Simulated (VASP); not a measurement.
# LiF (Griceite) (Fm-3m) in VASP: a series of runs, part 2 of 2

VASP 6.6.1.

## (4) Single point, LDA (volume scaled by 0.98)

INCAR reads:

```
PREC = Accurate ; ENCUT = 520
EDIFF = 1E-6 ; ISMEAR = -1
SIGMA = 0.05 ; LREAL = False
LASPH = True ; NELM = 80
ALGO = Normal ; ISIF = 2
LWAVE = False ; LCHARG = True
LELF = True ; LVHAR = True
NBANDS = 12
```

KPOINTS reads:

```
regular mesh
0
Gamma
  11 11 11
```

POSCAR reads:

```
LiF
1.0
    0.0000000000      2.0004828142      2.0004828142
    2.0004828142      0.0000000000      2.0004828142
    2.0004828142      2.0004828142      0.0000000000
F Li
1 1
Direct
    0.5000000000      0.5000000000      0.5000000000
    0.0000000000      0.0000000000      0.0000000000
```

Potentials or basis: VASP PAW LDA potentials, release 64 (F, Li_sv).

Started as:

```console
> cat potpaw_LDA.64/F/POTCAR potpaw_LDA.64/Li_sv/POTCAR > POTCAR
> mpirun -np 1 vasp_std > vasp.out
```

OUTCAR:

```text
PREC = Accurate
   ENCUT = 520
   EDIFF = 1E-6
   ISMEAR = -1
   LREAL = False
   LASPH = True
   NELM = 80
   ISIF = 2

 ion  position               nearest neighbor table
   1  0.500  0.500  0.500-   2 2.00   2 2.00   2 2.00   2 2.00   2 2.00   2 2.00
   2  0.000  0.000  0.000-   1 2.00   1 2.00   1 2.00   1 2.00   1 2.00   1 2.00

  LATTYP: Found a face centered cubic cell.
 ALAT       =     4.0009656284

  Lattice vectors:

 A1 = (   0.0000000000,   2.0004828142,   2.0004828142)
 A2 = (   2.0004828142,   0.0000000000,   2.0004828142)
 A3 = (   2.0004828142,   2.0004828142,   0.0000000000)

Analysis of symmetry for initial positions (statically):
=====================================================================
 Subroutine PRICEL returns:
 Original cell was already a primitive cell.

 Routine SETGRP: Setting up the symmetry group for a
 face centered cubic supercell.

 Subroutine GETGRP returns: Found 48 space group operations
 (whereof 48 operations were pure point group operations)
 out of a pool of 48 trial point group operations.

The static configuration has the point symmetry O_h .

Analysis of symmetry for dynamics (positions and initial velocities):
=====================================================================
 Subroutine PRICEL returns:
 Original cell was already a primitive cell.

 Routine SETGRP: Setting up the symmetry group for a
 face centered cubic supercell.

 Subroutine GETGRP returns: Found 48 space group operations
 (whereof 48 operations were pure point group operations)
 out of a pool of 48 trial point group operations.

The dynamic configuration has the point symmetry O_h .

 Subroutine INISYM returns: Found 48 space group operations
 (whereof 48 operations are pure point group operations),
 and found     1 'primitive' translations

----------------------------------------------------------------------------------------

                                     Primitive cell
[... 114 lines left out ...]
  Thomas-Fermi vector in A             =   2.522429
   LORBIT       =      0    0 simple, 1 ext, 2 COOP (PROOUT), +10 PAW based schemes
   GGA     = CA    functional components
   LHFCALC =     F    Hartree Fock is set to
   AEXX    =    0.0000 exact exchange contribution
   IVDW    =     0    specifies the selected vdW correction
   LEPSILON=     F    determine dielectric tensor
   LRPA    =     F    only Hartree local field effects (RPA)
 non-spin polarized calculation
  energy-cutoff  :      520.00
  volume of cell :       16.01
 maximum number of plane-waves:       444
 NGX is ok and might be reduce to    24
   NGX = 11   NGY = 11   NGZ = 11

 number of electron      10.0000000 magnetization

 number of electron       9.9999995 magnetization

 Free energy of the ion-electron system (eV)
  ---------------------------------------------------
  ext. energy  EPLUGINS =         0.00000000
  ---------------------------------------------------
  free energy    TOTEN  =       -10.48333830 eV

  energy without entropy =      -10.48333830  energy(sigma->0) =      -10.48333830

 E-fermi :   0.0542     XC(G=0): -10.7711

 val. band max:       -1.1725070694   @ k =   0.0000   0.0000   0.0000
 cond. band min:       7.8496142717   @ k =   0.0000   0.0000   0.0000
 fundamental gap:      9.0221213410
 Fermi energy:         0.0541683434

 k-point     1 :       0.0000    0.0000    0.0000
  band No.  band energies     occupation
      1     -40.8830      2.00000
      2     -20.7963      2.00000
      3      -1.1725      2.00000
      4      -1.1725      2.00000
      5      -1.1725      2.00000
      6       7.8496      0.00000
      7      22.5451      0.00000
      8      22.5451      0.00000
      9      22.5451      0.00000
     10      22.9307      0.00000
     11      22.9307      0.00000
     12      22.9307      0.00000
[... 331 lines left out ...]
 k-point    24 :      -0.1818    0.1818    0.0000
  band No.  band energies     occupation
      1     -40.8335      2.00000
      2     -20.4865      2.00000
      3      -2.6949      2.00000
      4      -1.9375      2.00000
      5      -1.2489      2.00000
      6       9.6719      0.00000
      7      15.6350      0.00000
      8      18.6099      0.00000
      9      18.7844      0.00000
     10      25.3983      0.00000
     11      25.7932      0.00000
     12      28.8235      0.00000

 [... further k-points ...]
[... 5 lines left out ...]
  --------------------------------------------------------------------------------------
  -------------------------------------------------------------------------------------
  Total       -0.5452594     -0.5452594     -0.5452594      0.0000000      0.0000000      0.0000000
  in kB      -54.5606220    -54.5606220    -54.5606220      0.0000000      0.0000000      0.0000000
  external PRESSURE =     -54.5606220 kB  Pullay stress =       0.0000000 kB

 VOLUME and BASIS-vectors are now :
 -----------------------------------------------------------------------------
  energy-cutoff  :      520.00
  volume of cell :       16.01
      direct lattice vectors                 reciprocal lattice vectors
     0.000000000  2.000482814  2.000482814    -0.249939663  0.249939663  0.249939663
     2.000482814  0.000000000  2.000482814     0.249939663 -0.249939663  0.249939663
     2.000482814  2.000482814  0.000000000     0.249939663  0.249939663 -0.249939663

 POSITION                                       TOTAL-FORCE (eV/Angst)
 -----------------------------------------------------------------------------------
      2.00048      2.00048      2.00048         0.000000      0.000000      0.000000
      0.00000      0.00000      0.00000        -0.000000     -0.000000     -0.000000
 -----------------------------------------------------------------------------------
    total drift:                               -0.000000     -0.000000      0.000000

  FREE ENERGIE OF THE ION-ELECTRON SYSTEM (eV)
  ---------------------------------------------------
  free  energy   TOTEN  =       -10.4833382972 eV

  energy  without entropy=      -10.4833382972  energy(sigma->0) =      -10.48333830
```

stdout:

```text
POSCAR found type information on POSCAR F Li
 POSCAR found :  2 types and       2 ions
 scaLAPACK will be used
 LDA part: xc-table for (Slater(with rela. corr.)+CA(PZ))
 , standard interpolation
 POSCAR, INCAR and KPOINTS ok, starting setup
 FFT: planning ... GRIDC
 FFT: planning ... GRID_SOFT
 FFT: planning ... GRID
 WAVECAR not read
 entering main loop
```

It took 12 s on 1 thread of Intel Xeon 8259CL, shared host; peak memory 0.13 GiB.

Results:

```
Free energy            : -10.4833 eV
Band gap on the k mesh : 9.02 eV, direct
```

Levels at points of the mesh, in eV from the valence-band top:
| k point | band 3 | band 4 | band 5 | band 6 | band 7 | band 8 |
| --- | --- | --- | --- | --- | --- | --- |
| (0.00, 0.00, 0.00) | 0.00 | 0.00 | 0.00 | 9.02 | 23.72 | 23.72 |

Caveat: the cutoff is under 1.25 times the usual one of these potentials, so pressure, stress and relaxed cells hold a basis-set (Pulay) error.

## (5) Single point, LDA (volume scaled by 1.02)

INCAR reads:

```
PREC = Accurate
ENCUT = 520
EDIFF = 1E-7
ISMEAR = -1
SIGMA = 0.05
LREAL = False
LASPH = True
NELM = 100
ALGO = Normal
ISIF = 2
LWAVE = False
LCHARG = False
NBANDS = 12
```

KPOINTS reads:

```
Automatic mesh
0
Gamma
  11 11 11
```

POSCAR reads:

```
LiF
1.0
    0.0000000000      2.0273381371      2.0273381371
    2.0273381371      0.0000000000      2.0273381371
    2.0273381371      2.0273381371      0.0000000000
F Li
1 1
Direct
    0.5000000000      0.5000000000      0.5000000000
    0.0000000000      0.0000000000      0.0000000000
```

Potentials or basis: VASP PAW LDA potentials, release 64 (F, Li_sv).

Started as:

```console
> cat potpaw_LDA.64/F/POTCAR potpaw_LDA.64/Li_sv/POTCAR > POTCAR
> mpirun -np 1 vasp_std > vasp.out
```

OUTCAR:

```text
PREC = Accurate
   ENCUT = 520
   EDIFF = 1E-7
   ISMEAR = -1
   LREAL = False
   LASPH = True
   NELM = 100
   ISIF = 2

 ion  position               nearest neighbor table
   1  0.500  0.500  0.500-   2 2.03   2 2.03   2 2.03   2 2.03   2 2.03   2 2.03
   2  0.000  0.000  0.000-   1 2.03   1 2.03   1 2.03   1 2.03   1 2.03   1 2.03

  LATTYP: Found a face centered cubic cell.
 ALAT       =     4.0546762742

  Lattice vectors:

 A1 = (   0.0000000000,   2.0273381371,   2.0273381371)
 A2 = (   2.0273381371,   0.0000000000,   2.0273381371)
 A3 = (   2.0273381371,   2.0273381371,   0.0000000000)

Analysis of symmetry for initial positions (statically):
=====================================================================
 Subroutine PRICEL returns:
 Original cell was already a primitive cell.

 Routine SETGRP: Setting up the symmetry group for a
 face centered cubic supercell.

 Subroutine GETGRP returns: Found 48 space group operations
 (whereof 48 operations were pure point group operations)
 out of a pool of 48 trial point group operations.

The static configuration has the point symmetry O_h .

Analysis of symmetry for dynamics (positions and initial velocities):
=====================================================================
 Subroutine PRICEL returns:
 Original cell was already a primitive cell.

 Routine SETGRP: Setting up the symmetry group for a
 face centered cubic supercell.

 Subroutine GETGRP returns: Found 48 space group operations
 (whereof 48 operations were pure point group operations)
 out of a pool of 48 trial point group operations.

The dynamic configuration has the point symmetry O_h .

 Subroutine INISYM returns: Found 48 space group operations
 (whereof 48 operations are pure point group operations),
 and found     1 'primitive' translations

----------------------------------------------------------------------------------------

                                     Primitive cell

  volume of cell :      16.6651

[... 118 lines left out ...]
   LRPA    =     F    only Hartree local field effects (RPA)
 non-spin polarized calculation
  energy-cutoff  :      520.00
  volume of cell :       16.67
 maximum number of plane-waves:       462
 NGX is ok and might be reduce to    24
   NGX = 11   NGY = 11   NGZ = 11

 number of electron      10.0000000 magnetization

 number of electron       9.9999991 magnetization

 Free energy of the ion-electron system (eV)
  ---------------------------------------------------
  ext. energy  EPLUGINS =         0.00000000
  ---------------------------------------------------
  free energy    TOTEN  =       -10.45796723 eV

  energy without entropy =      -10.45796723  energy(sigma->0) =      -10.45796723

 E-fermi :  -0.3676     XC(G=0): -10.5714

 val. band max:       -1.4185943522   @ k =   0.0000   0.0000   0.0000
 cond. band min:       7.2386402772   @ k =   0.0000   0.0000   0.0000
 fundamental gap:      8.6572346294
 Fermi energy:        -0.3675897537

 k-point     1 :       0.0000    0.0000    0.0000
  band No.  band energies     occupation
      1     -41.2124      2.00000
      2     -20.9334      2.00000
      3      -1.4186      2.00000
      4      -1.4186      2.00000
      5      -1.4186      2.00000
      6       7.2386      0.00000
      7      21.7848      0.00000
      8      21.7848      0.00000
      9      21.7848      0.00000
     10      22.2937      0.00000
     11      22.2937      0.00000
     12      22.2937      0.00000
[... 331 lines left out ...]
 k-point    24 :      -0.1818    0.1818    0.0000
  band No.  band energies     occupation
      1     -41.1707      2.00000
      2     -20.6421      2.00000
      3      -2.8781      2.00000
      4      -2.1377      2.00000
      5      -1.4908      2.00000
      6       9.0983      0.00000
      7      15.0948      0.00000
      8      17.9194      0.00000
      9      18.1845      0.00000
     10      24.6966      0.00000
     11      25.0005      0.00000
     12      27.9462      0.00000

 [... further k-points ...]

------------------------ aborting loop because EDIFF is reached ----------------------------------------

  FORCE on cell =-STRESS in cart. coord.  units (eV):
  Direction    XX          YY          ZZ          XY          YZ          ZX
  --------------------------------------------------------------------------------------
  -------------------------------------------------------------------------------------
  Total       -0.8132263     -0.8132263     -0.8132263      0.0000000      0.0000000     -0.0000000
  in kB      -78.1831937    -78.1831937    -78.1831937      0.0000000      0.0000000     -0.0000000
  external PRESSURE =     -78.1831937 kB  Pullay stress =       0.0000000 kB

 VOLUME and BASIS-vectors are now :
 -----------------------------------------------------------------------------
  energy-cutoff  :      520.00
  volume of cell :       16.67
      direct lattice vectors                 reciprocal lattice vectors
     0.000000000  2.027338137  2.027338137    -0.246628814  0.246628814  0.246628814
     2.027338137  0.000000000  2.027338137     0.246628814 -0.246628814  0.246628814
     2.027338137  2.027338137  0.000000000     0.246628814  0.246628814 -0.246628814

 POSITION                                       TOTAL-FORCE (eV/Angst)
 -----------------------------------------------------------------------------------
      2.02734      2.02734      2.02734        -0.000000     -0.000000      0.000000
      0.00000      0.00000      0.00000         0.000000      0.000000      0.000000
 -----------------------------------------------------------------------------------
    total drift:                               -0.000000     -0.000000      0.000000

  FREE ENERGIE OF THE ION-ELECTRON SYSTEM (eV)
  ---------------------------------------------------
  free  energy   TOTEN  =       -10.4579672254 eV

  energy  without entropy=      -10.4579672253  energy(sigma->0) =      -10.45796723
```

Wall time 12 s (1 thread of Intel Xeon 8259CL, shared host); peak memory 0.12 GiB.

What came out:

```
Free energy            : -10.4580 eV
Band gap on the k mesh : 8.66 eV, direct
```

Levels at points of the mesh, in eV from the valence-band top:
| k point | band 3 | band 4 | band 5 | band 6 | band 7 | band 8 |
| --- | --- | --- | --- | --- | --- | --- |
| (0.00, 0.00, 0.00) | 0.00 | 0.00 | 0.00 | 8.66 | 23.20 | 23.20 |

Caveat: the cutoff is under 1.25 times the usual one of these potentials, so pressure, stress and relaxed cells hold a basis-set (Pulay) error. A k mesh can miss the band edges.

## (6) The runs side by side

```csv
cell,gap on the mesh (eV)
"a = 2.790 Å, angles 60.0°, 2 atoms",9.41
"a = 2.810 Å, angles 60.0°, 2 atoms",9.21
"a = 2.829 Å, angles 60.0°, 2 atoms",9.02
"a = 2.867 Å, angles 60.0°, 2 atoms",8.66
```

Alike in all rows: task single point; level LDA; potentials or basis VASP PAW LDA potentials, release 64 (F, Li_sv); no spin polarisation; k mesh 11 × 11 × 11; cutoff (eV) 520; smearing fermi-dirac 0.05 eV.

Caveats: the cutoff is under 1.25 times the usual one of these potentials, so pressure, stress and relaxed cells hold a basis-set (Pulay) error.

Total energies depend on the potentials used, so only differences within one code and one set of settings carry meaning.
